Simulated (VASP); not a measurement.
Here is a VASP 6.6.1 calculation.

The input INCAR:

```
SYSTEM = Au
  ALGO = Normal
  EDIFF = 1E-7
  ENCUT = 520
  GGA = PE
  ISIF = 2
  ISMEAR = 0
  ISYM = 0
  LASPH = .TRUE.
  LCHARG = .FALSE.
  LREAL = .FALSE.
  LWAVE = .FALSE.
  NBANDS = 36
  NELM = 60
  PREC = Accurate
  SIGMA = 0.1
```

Contents of KPOINTS:

```
k-points
0
G
  14 13 1
  0 0 0
```

Contents of POSCAR:

```
Au
1.0
    2.8654213454      0.0000000000      0.0000000000
   -1.4327106727      2.5703810381      0.0000000000
    0.0000000000      0.0000000000     24.7842657769
Au
5
Direct
    0.6639514438      0.3279028875      0.3026113449
    0.3360485562      0.6720971125      0.4013056725
    0.6639514438      0.3279028875      0.5000000000
    0.3360485562      0.6720971125      0.5986943275
    0.6639514438      0.3279028875      0.6973886551
```

Potentials or basis: VASP PAW PBE potentials, release 64 (Au).

Run with:

```console
$ cat potpaw_PBE.64/Au/POTCAR > POTCAR
$ mpirun -np 1 vasp_std > vasp.out
```

(1) Estimate the largest force.

## Answers

(1) 0.087 eV/Å.
